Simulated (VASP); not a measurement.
Ca4AlO:

```
CELL_PARAMETERS angstrom
0.00000 3.96680 3.96680
3.96680 0.00000 3.96680
3.96680 3.96680 0.00000
ATOMIC_POSITIONS crystal
Ca 0.63386 0.63386 0.63386
Ca 0.63386 0.63386 0.09843
Ca 0.63386 0.09843 0.63386
Ca 0.09843 0.63386 0.63386
Al 0.00000 0.00000 0.00000
O 0.25000 0.25000 0.25000
```

The cell was generated, and may not be a known phase.

* Program: VASP 6.6.1
* Task: relaxation of cell and atoms
* Functional: PBE
* Potentials or basis: VASP PAW PBE potentials, release 64 (Ca_sv, Al, O_h)
* Cutoff: 1340 eV
* k mesh: 4 × 4 × 4
* Occupations: gaussian, width 0.1 eV
* Spin: no spin polarisation

At the start: pressure 12.8 GPa; volume 20.81 Å³/atom.

Problem. How do energy, volume and symmetry change on relaxing?

Solution. Over 8 steps the energy falls by 425.1 meV/atom and the volume is 31.48 Å³/atom (+51.3 %); space group F-43m (No. 216, to 0.1 Å) before and after.

The path:
| step | energy change (eV) | largest force (eV/Å) | pressure (GPa) | volume (Å³) |
| --- | --- | --- | --- | --- |
| 1 | 0.0000 | 3.0987 | 12.84 | 124.84 |
| 2 | -2.2161 | 0.7025 | 3.41 | 157.45 |
| 3 | -2.2326 | 1.0858 | 2.71 | 161.86 |
| 4 | -2.5088 | 0.2837 | 0.96 | 176.97 |
| 5 | -2.5477 | 0.1126 | 0.18 | 186.08 |
| 6 | -2.5476 | 0.1328 | 0.14 | 186.58 |
| 7 | -2.5502 | 0.0435 | 0.00 | 188.42 |
| 8 | -2.5504 | 0.0210 | -0.03 | 188.90 |

Final structure:
```xyz
6
Lattice="0.0000 4.5541 4.5541 4.5541 0.0000 4.5541 4.5541 4.5541 0.0000" Properties=species:S:1:pos:R:3 pbc="T T T"
Ca    5.6971    5.6971    5.6971
Ca    3.4110    3.4110    5.6971
Ca    3.4110    5.6971    3.4110
Ca    5.6971    3.4110    3.4110
Al    0.0000    0.0000    0.0000
O     2.2770    2.2770    2.2770
```

Caveat: the volume moved by over 15 % at a fixed basis, so the end points are rough.
